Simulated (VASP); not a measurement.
A run of VASP 6.6.1 is set up as follows.

Contents of POSCAR:

```
AlSi16
1.0
    0.0000000000      5.4300000000      5.4300000000
    5.4300000000      0.0000000000      5.4300000000
    5.4300000000      5.4300000000      0.0000000000
Si Al
16 1
Direct
   -0.0156192449     -0.0147337937      0.0456901473
    0.1255318600      0.1267362799      0.1325375691
    0.0093835175      0.0118411602      0.5044037753
    0.1097111418      0.1097838858      0.6707870166
    0.0093870166      0.4996028545     -0.0078011971
    0.1256142726      0.6158498158      0.1324087477
    0.0105406998      0.4740749540      0.5039574586
    0.1509264273      0.6151312155      0.6205732044
    0.4985587477      0.0101394107     -0.0077178637
    0.6149050645      0.1266715470      0.1324533149
    0.4743675875      0.0114191529      0.5043688766
    0.6141892265      0.1505144567      0.6203205341
    0.4983831492      0.4996256906     -0.0078792818
    0.6399312155      0.6406277164      0.0790498158
    0.5153122468      0.5151474217      0.4539404236
    0.6130220074      0.6155671271      0.6203586556
    0.8131604052      0.8115355433      0.5624202578
```

INCAR.step1

```
SYSTEM = AlSi16
PREC     = Accurate       ! precision mode
ENCUT    = 520            ! plane-wave cutoff, eV
ISMEAR   = 0              ! smearing method
SIGMA    = 0.05           ! smearing width, eV
LREAL    = Auto         
LASPH    = .TRUE.         ! aspherical terms in the spheres
NELM     = 150            ! most SCF steps
ISPIN    = 2              ! spin polarisation
MAGMOM   = 0 0 0 0 0 0 0 0 0 0 0 0 0 0 0 0 0 ! initial moments
NBANDS   = 52             ! bands
GGA      = PE             ! functional
ALGO     = Normal         ! electronic algorithm
EDIFF    = 1E-4           ! SCF threshold, eV
LWAVE    = .TRUE.         ! write WAVECAR
LCHARG   = .FALSE.        ! write CHGCAR
```

INCAR.step2

```
SYSTEM = AlSi16
PREC     = Accurate       ! precision mode
ENCUT    = 520            ! plane-wave cutoff, eV
EDIFF    = 1E-7           ! SCF threshold, eV
ISMEAR   = 0              ! smearing method
SIGMA    = 0.05           ! smearing width, eV
LREAL    = Auto         
LASPH    = .TRUE.         ! aspherical terms in the spheres
NELM     = 150            ! most SCF steps
ALGO     = Normal         ! electronic algorithm
ISIF     = 2              ! what is computed and relaxed
LWAVE    = .FALSE.        ! write WAVECAR
LCHARG   = .TRUE.         ! write CHGCAR
ISPIN    = 2              ! spin polarisation
MAGMOM   = 0 0 0 0 0 0 0 0 0 0 0 0 0 0 0 0 0 ! initial moments
LORBIT   = 11             ! projections on sites
METAGGA  = R2SCAN         ! meta-GGA
LMIXTAU  = .TRUE.       
LELF     = .TRUE.         ! ELF
LVHAR    = .TRUE.       
NBANDS   = 52             ! bands
ISTART   = 1
```

KPOINTS

```
Automatic mesh
0
G
  2 2 2
  0 0 0
```

Potentials or basis: VASP PAW PBE potentials, release 64 (Si, Al).

Launch:

```console
$ cat potpaw_PBE.64/Si/POTCAR potpaw_PBE.64/Al/POTCAR > POTCAR
$ cp INCAR.step1 INCAR
$ mpirun -np 1 vasp_std > vasp.out
$ cp INCAR.step2 INCAR
$ mpirun -np 1 vasp_std > vasp.out
```

Problem. What does it give for the pressure?

Solution. 4.1 GPa.

Problem. Estimate the net moment.

Solution. 0.00 μB per cell.

Problem. Predict the largest force.

Solution. 0.027 eV/Å.

Stress tensor (GPa, compression positive):
```
 4.11 -0.67  0.66
-0.67  4.10  0.66
 0.66  0.66  4.10
```

Caveat: the k points lie up to 0.50 Å⁻¹ apart; the PAW data sets were made with another functional, which shifts forces and pressure a little.
